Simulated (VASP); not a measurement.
Here is a VASP 6.6.1 calculation.

The input INCAR:

```
SYSTEM = AlCd2O
PREC     = Accurate       ! precision mode
ENCUT    = 520            ! plane-wave cutoff, eV
EDIFF    = 1E-6           ! SCF threshold, eV
ISMEAR   = 0              ! smearing method
SIGMA    = 0.1            ! smearing width, eV
LREAL    = .FALSE.        ! projectors in reciprocal space
LASPH    = .TRUE.         ! aspherical terms in the spheres
NELM     = 80             ! most SCF steps
ALGO     = Normal         ! electronic algorithm
ISIF     = 2              ! what is computed and relaxed
LWAVE    = .FALSE.        ! write WAVECAR
LCHARG   = .FALSE.        ! write CHGCAR
GGA      = PE             ! functional
NBANDS   = 24             ! bands
```

Contents of KPOINTS:

```
regular mesh
0
G
  6 6 4
  0 0 0
```

The input POSCAR:

```
AlCd2O
1.0
    1.7117122641     -5.2633415536      0.0000000000
    1.7117122641      5.2633415536      0.0000000000
    0.0000000000      0.0000000000      5.4336770427
Al Cd O
1 2 1
Direct
    0.5000000000      0.5000000000      0.0000000000
    0.6362194745      0.3637805255      0.5000000000
    0.3637805255      0.6362194745      0.5000000000
    0.0000000000      0.0000000000      0.0000000000
```

Potentials or basis: VASP PAW PBE potentials, release 64 (Al, Cd, O).

Run with:

```bash
$ cat potpaw_PBE.64/Al/POTCAR potpaw_PBE.64/Cd/POTCAR potpaw_PBE.64/O/POTCAR > POTCAR
$ mpirun -np 1 vasp_std > vasp.out
```

(1) Predict the largest force.

(2) What does it give for the pressure?

Results:

(1) 0.008 eV/Å.

(2) 0.1 GPa.

Caveat: an odd number of electrons without spin polarisation forces a metal; a magnetic or distorted state may lie lower.
